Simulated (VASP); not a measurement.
# TiO (P4/mmm) in VASP: single point with PBEsol

Aim: the single point of TiO with PBEsol.

All numbers are computed with VASP 6.6.1; they aren't measurements. Logs are shortened: lines on timing, memory, paths and dates and some standing lists are left out, and cuts for length are marked.

## Step 1: The cell of the first run

It takes space group P4/mmm (No. 123, tetragonal). Conventional cell: a = 4.034 Å, b = 4.034 Å, c = 4.185 Å, α = 90.00°, β = 90.00°, γ = 90.00°. Within 2.7 Å of Ti (site symmetry mmm) lie 4 O at 2.02 to 2.09 Å. Within 2.7 Å of Ti (site symmetry 4/mmm) lie 4 O at 2.02 Å. Within 2.7 Å of O (site symmetry 4/mmm) lie 4 Ti at 2.02 Å. O (site symmetry mmm) has 4 Ti at 2.02 to 2.09 Å within 2.7 Å.

## Step 2: Single point, PBEsol (strain +0.0375 x Voigt [0, 1, 0, 0, 0, 0])

Input file INCAR:

```
PREC = Accurate ; ENCUT = 520
EDIFF = 1E-7 ; ISMEAR = 0
SIGMA = 0.15 ; LREAL = F
LASPH = T ; NELM = 100
ALGO = Normal ; ISIF = 2
LWAVE = F ; LCHARG = F
GGA = PS ; NBANDS = 36
```

Input file KPOINTS:

```
regular mesh
0
Gamma
  12 12 12
```

Input file POSCAR:

```
TiO
1.0
    4.0335084229      0.0000000000      0.0000000000
    0.0000000000      4.1847649888      0.0000000000
    0.0000000000      0.0000000000      4.0335084229
Ti O
3 3
Direct
    0.5000000000      0.5000000000      0.0000000000
    0.0000000000      0.5000000000      0.5000000000
    0.5000000000      0.0000000000      0.5000000000
    0.0000000000      0.5000000000      0.0000000000
    0.5000000000      0.0000000000      0.0000000000
    0.0000000000      0.0000000000      0.5000000000
```

Potentials or basis: VASP PAW PBE potentials, release 64 (Ti_sv, O).

On the command line:

```bash
$ cat potpaw_PBE.64/Ti_sv/POTCAR potpaw_PBE.64/O/POTCAR > POTCAR
$ mpirun -np 1 vasp_std > vasp.out
```

OUTCAR:

```text
PREC = Accurate
   ENCUT = 520
   EDIFF = 1E-7
   ISMEAR = 0
   LREAL = F
   LASPH = T
   NELM = 100
   ISIF = 2
   GGA = PS

 ion  position               nearest neighbor table
   1  0.500  0.500  0.000-   4 2.02   4 2.02   5 2.09   5 2.09   2 2.85   2 2.85   2 2.85   2 2.85
                             3 2.91   3 2.91   3 2.91   3 2.91
   2  0.000  0.500  0.500-   4 2.02   4 2.02   6 2.09   6 2.09   1 2.85   1 2.85   1 2.85   1 2.85
                             3 2.91   3 2.91   3 2.91   3 2.91
   3  0.500  0.000  0.500-   5 2.02   6 2.02   5 2.02   6 2.02   1 2.91   1 2.91   1 2.91   2 2.91
                             1 2.91   2 2.91   2 2.91   2 2.91
   4  0.000  0.500  0.000-   1 2.02   2 2.02   2 2.02   1 2.02
   5  0.500  0.000  0.000-   3 2.02   3 2.02   1 2.09   1 2.09
   6  0.000  0.000  0.500-   3 2.02   3 2.02   2 2.09   2 2.09

  LATTYP: Found a simple tetragonal cell.
 ALAT       =     4.0335084229
 C/A-ratio  =     1.0375000000

  Lattice vectors:

 A1 = (  -4.0335084229,   0.0000000000,   0.0000000000)
 A2 = (   0.0000000000,   0.0000000000,   4.0335084229)
 A3 = (   0.0000000000,   4.1847649888,   0.0000000000)

Analysis of symmetry for initial positions (statically):
=====================================================================
 Subroutine PRICEL returns:
 Original cell was already a primitive cell.

 Routine SETGRP: Setting up the symmetry group for a
 simple tetragonal supercell.

 Subroutine GETGRP returns: Found 16 space group operations
 (whereof 16 operations were pure point group operations)
 out of a pool of 16 trial point group operations.

The static configuration has the point symmetry D_4h.

Analysis of symmetry for dynamics (positions and initial velocities):
=====================================================================
 Subroutine PRICEL returns:
 Original cell was already a primitive cell.

 Routine SETGRP: Setting up the symmetry group for a
 simple tetragonal supercell.

 Subroutine GETGRP returns: Found 16 space group operations
 (whereof 16 operations were pure point group operations)
 out of a pool of 16 trial point group operations.

The dynamic configuration has the point symmetry D_4h.

 Subroutine INISYM returns: Found 16 space group operations
 (whereof 16 operations are pure point group operations),
 and found     1 'primitive' translations

----------------------------------------------------------------------------------------

                                     Primitive cell

  volume of cell :      68.0827

  direct lattice vectors                    reciprocal lattice vectors
     4.033508423  0.000000000  0.000000000     0.247923122  0.000000000  0.000000000
     0.000000000  4.184764989  0.000000000     0.000000000  0.238962045  0.000000000
     0.000000000  0.000000000  4.033508423     0.000000000  0.000000000  0.247923122

  length of vectors
     4.033508423  4.184764989  4.033508423     0.247923122  0.238962045  0.247923122

  position of ions in fractional coordinates (direct lattice)
     0.500000000  0.500000000  0.000000000
     0.000000000  0.500000000  0.500000000
     0.500000000  0.000000000  0.500000000
     0.000000000  0.500000000  0.000000000
     0.500000000  0.000000000  0.000000000
     0.000000000  0.000000000  0.500000000

  ion indices of the primitive-cell ions
   primitive index   ion index
                 1           1
                 2           2
                 3           3
                 4           4
                 5           5
                 6           6

----------------------------------------------------------------------------------------

 KPOINTS: regular mesh

Automatic generation of k-mesh.
 Grid dimensions read from file:
 generate k-points for:   12   12   12

 Generating k-lattice:

  Cartesian coordinates                     Fractional coordinates (reciprocal lattice)
     0.020660260  0.000000000  0.000000000     0.083333333  0.000000000  0.000000000
     0.000000000  0.019913504  0.000000000     0.000000000  0.083333333  0.000000000
     0.000000000  0.000000000  0.020660260     0.000000000  0.000000000  0.083333333

  Length of vectors
     0.020660260  0.019913504  0.020660260

  Shift w.r.t. Gamma in fractional coordinates (k-lattice)
     0.000000000  0.000000000  0.000000000

 Subroutine IBZKPT returns following result:
 ===========================================

 Found    196 irreducible k-points:

 Following reciprocal coordinates:
            Coordinates               Weight
  0.000000  0.000000  0.000000      1.000000
  0.083333  0.000000  0.000000      4.000000
  0.166667  0.000000  0.000000      4.000000
  0.250000  0.000000  0.000000      4.000000
  0.333333  0.000000  0.000000      4.000000
  0.416667  0.000000  0.000000      4.000000
[... 16 lines left out ...]
  0.083333  0.250000  0.000000      8.000000
  0.166667  0.250000  0.000000      8.000000
 [... further k-points ...]
   k-points           NKPTS =    196   k-points in BZ     NKDIM =    196   number of bands    NBANDS=     36
   number of dos      NEDOS =    301   number of ions     NIONS =      6
   total plane-waves  NPLWV =  28800
   dimension x,y,z NGX =    30 NGY =   32 NGZ =   30
   dimension x,y,z NGXF=    60 NGYF=   64 NGZF=   60
   ions per type =               3   3
   NGX,Y,Z   is equivalent  to a cutoff of  12.36, 12.71, 12.36 a.u.
   NGXF,Y,Z  is equivalent  to a cutoff of  24.73, 25.42, 24.73 a.u.
 SYSTEM =  unknown system
   PREC   = accura    normal or accurate (medium, high low for compatibility)
   ISTART =      0    job   : 0-new  1-cont  2-samecut
   ICHARG =      2    charge: 1-file 2-atom 10-const
   ISPIN  =      1    spin polarized calculation?
   LNONCOLLINEAR =      F non collinear calculations
   LSORBIT =      F    spin-orbit coupling
   LASPH  =      T    aspherical Exc in radial PAW
   ENCUT  =  520.0 eV  38.22 Ry    6.18 a.u.   7.50  7.78  7.50*2*pi/ulx,y,z
   NELM   =    100;   NELMIN=  2; NELMDL= -5     # of ELM steps
   EDIFF  = 0.1E-06   stopping-criterion for ELM
   LREAL  =      F    real-space projection
   EDIFFG = 0.1E-05   stopping-criterion for IOM
   NSW    =      0    number of steps for IOM
   IBRION =     -1    ionic relax: 0-MD 1-quasi-New 2-CG
   NFREE  =      0    steps in history (QN), initial steepest desc. (CG)
   ISIF   =      2    stress and relaxation
   ISYM   =      2    0-nonsym 1-usesym 2-fastsym
   POTIM  = 0.5000    time-step for ionic-motion
   TEBEG  =    0.0;   TEEND  =   0.0 temperature during run
   PSTRESS=    0.0 pullay stress
   NELECT =      54.0000    total number of electrons
   NUPDOWN=      -1.0000    fix difference up-down
   EMIN   =  10.00;   EMAX   =-10.00  energy-range for DOS
   EFERMI =   0.00;   METHOD = LEGACY
   ISMEAR =     0;   SIGMA  =   0.15  broadening in eV -4-tet -1-fermi 0-gaus
   EFERMI_NEDOS =   21; number of points for ismear=-14 and -15
   IALGO  =     38    algorithm
   IMIX   =      4    mixing-type and parameters
     AMIX     =   0.40;   BMIX     =  1.00
     AMIX_MAG =   1.60;   BMIX_MAG =  1.00
  volume/ion in A,a.u.               =      11.35        76.57
  Fermi-wavevector in a.u.,A,eV,Ry     =   1.515399  2.863689 31.244895  2.296435
  Thomas-Fermi vector in A             =   2.624928
   LORBIT       =      0    0 simple, 1 ext, 2 COOP (PROOUT), +10 PAW based schemes
   GGA     = PS    functional components
   LHFCALC =     F    Hartree Fock is set to
   AEXX    =    0.0000 exact exchange contribution
   IVDW    =     0    specifies the selected vdW correction
   LEPSILON=     F    determine dielectric tensor
   LRPA    =     F    only Hartree local field effects (RPA)
 non-spin polarized calculation
 Gauss-broadening in eV      SIGMA  =   0.15
  energy-cutoff  :      520.00
  volume of cell :       68.08
 maximum number of plane-waves:      1856
 NGX is ok and might be reduce to    30
   NGX = 15   NGY = 15   NGZ = 15

 number of electron      53.9999989 magnetization

 Free energy of the ion-electron system (eV)
  ---------------------------------------------------
  ext. energy  EPLUGINS =         0.00000000
  ---------------------------------------------------
  free energy    TOTEN  =       -55.94782958 eV

  energy without entropy =      -55.89253895  energy(sigma->0) =      -55.92018426

 E-fermi :   7.9189     XC(G=0): -12.0581

 val. band max:        7.9151174446   @ k =   0.2500   0.3333   0.0000
 cond. band min:       7.9194241467   @ k =   0.3333   0.2500   0.0000
 fundamental gap:      0.0043067020
 Fermi energy:         7.9188601555

 k-point     1 :       0.0000    0.0000    0.0000
  band No.  band energies     occupation
      1     -49.0690      2.00000
      2     -48.9343      2.00000
      3     -48.9162      2.00000
      4     -25.6776      2.00000
      5     -25.6776      2.00000
      6     -25.6477      2.00000
[... 28 lines left out ...]
     35      11.2508      0.00000
     36      11.3554      0.00000

 k-point     2 :       0.0833    0.0000    0.0000
  band No.  band energies     occupation
      1     -49.0667      2.00000
      2     -48.9347      2.00000
      3     -48.9180      2.00000
      4     -25.6756      2.00000
      5     -25.6727      2.00000
      6     -25.6432      2.00000
[... 28 lines left out ...]
     35      11.2681      0.00000
     36      11.2752      0.00000

 k-point     3 :       0.1667    0.0000    0.0000
  band No.  band energies     occupation
      1     -49.0599      2.00000
      2     -48.9366      2.00000
      3     -48.9225      2.00000
      4     -25.6699      2.00000
      5     -25.6584      2.00000
      6     -25.6303      2.00000
[... 28 lines left out ...]
     35      11.0462      0.00000
     36      11.1801      0.00000
[... 742 lines left out ...]
 k-point    23 :       0.0833    0.2500    0.0000
  band No.  band energies     occupation
      1     -49.0503      2.00000
      2     -48.9509      2.00000
      3     -48.9177      2.00000
      4     -25.6613      2.00000
      5     -25.6460      2.00000
      6     -25.6122      2.00000
[... 28 lines left out ...]
     35      10.7690      0.00000
     36      10.9168      0.00000

 k-point    24 :       0.1667    0.2500    0.0000
  band No.  band energies     occupation
      1     -49.0442      2.00000
      2     -48.9514      2.00000
      3     -48.9229      2.00000
      4     -25.6820      2.00000
      5     -25.6326      2.00000
      6     -25.6056      2.00000
[... 28 lines left out ...]
     35      10.9063      0.00000
     36      11.2507      0.00000

 [... further k-points ...]

------------------------ aborting loop because EDIFF is reached ----------------------------------------

  FORCE on cell =-STRESS in cart. coord.  units (eV):
  Direction    XX          YY          ZZ          XY          YZ          ZX
  --------------------------------------------------------------------------------------
  -------------------------------------------------------------------------------------
  Total       -2.1823871     -4.2595256     -2.1823871     -0.0000000      0.0000000      0.0000000
  in kB      -51.3576749   -100.2385567    -51.3576749     -0.0000000      0.0000000      0.0000000
  external PRESSURE =     -67.6513022 kB  Pullay stress =       0.0000000 kB

 VOLUME and BASIS-vectors are now :
 -----------------------------------------------------------------------------
  energy-cutoff  :      520.00
  volume of cell :       68.08
      direct lattice vectors                 reciprocal lattice vectors
     4.033508423  0.000000000  0.000000000     0.247923122  0.000000000  0.000000000
     0.000000000  4.184764989  0.000000000     0.000000000  0.238962045  0.000000000
     0.000000000  0.000000000  4.033508423     0.000000000  0.000000000  0.247923122

 POSITION                                       TOTAL-FORCE (eV/Angst)
 -----------------------------------------------------------------------------------
      2.01675      2.09238      0.00000         0.000000      0.000000      0.000000
      0.00000      2.09238      2.01675         0.000000      0.000000      0.000000
      2.01675      0.00000      2.01675         0.000000      0.000000      0.000000
      0.00000      2.09238      0.00000         0.000000      0.000000      0.000000
      2.01675      0.00000      0.00000         0.000000      0.000000      0.000000
      0.00000      0.00000      2.01675         0.000000      0.000000      0.000000
 -----------------------------------------------------------------------------------
    total drift:                                0.000000      0.000000     -0.000000

  FREE ENERGIE OF THE ION-ELECTRON SYSTEM (eV)
  ---------------------------------------------------
  free  energy   TOTEN  =       -55.9478295781 eV

  energy  without entropy=      -55.8925389511  energy(sigma->0) =      -55.92018426
```

Wall time 3.7 min (1 thread of Intel Xeon 6975P-C (Granite Rapids), shared host); peak memory 0.44 GiB.

Results:

- Free energy: -55.9478 eV
- Pressure: -6.8 GPa
- Band gap on the k mesh: zero (band 27 reaches 8.41 eV, above the bottom of band 28 at 6.44 eV)

Caveat: the cell differs from its parent crystal (strain +0.0375 x Voigt [0, 1, 0, 0, 0, 0]); the PAW data sets were made with another functional, which shifts forces and pressure a little; semilocal functionals often make such compounds metallic where correlation or magnetic order opens a gap, which also shifts bond lengths.
